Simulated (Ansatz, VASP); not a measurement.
**Ti2BN: VASP beside Ansatz**

```
Ti B N
1.0
     3.00945    0.00000    0.00000
    -1.50473    2.60626    0.00000
     0.00000    0.00000    5.82634
Ti B N
2 1 1
Direct
  0.00000 0.00000 0.25656
  0.00000 0.00000 0.74344
  0.00000 0.00000 0.50000
  0.00000 0.00000 0.00000
```

Alike in both runs: task single point; functional PBE; k mesh 10 × 10 × 5; occupations fermi-dirac, width 0.05 eV; no spin polarisation.

|  | VASP | Ansatz |
| --- | --- | --- |
| version | VASP 6.6.1 | Ansatz 0.2.0 |
| potentials or method | VASP PAW PBE potentials, release 64 (Ti_sv, B, N), cutoff 520 eV | all-electron LAPW, scalar-relativistic |

Ansatz gave:

| Item | Value |
| --- | --- |
| gap on the k mesh at the Fermi level (eV) | none |
| pressure (GPa) | 114.3 |
| traceless stress, the component that is largest in VASP (GPa) | 200.37 |
| rms of the force components (eV/Å) | 2.218 |

Q: Which values does VASP return?

A: gap on the k mesh at the Fermi level (eV): none; pressure (GPa): 115.1; traceless stress, the component that is largest in VASP (GPa): 202.95; rms of the force components (eV/Å): 1.790.

Atom by atom the forces differ by 0.428 eV/Å (rms over components). A gap of «none» marks a metal or a gap that the smearing closes. Both programs put the cell under a high pressure, so it lies far from rest at this level. Ansatz ran all-electron here, and VASP with PAW potentials.

Noted on VASP's run: the cell as given lies far from equilibrium.
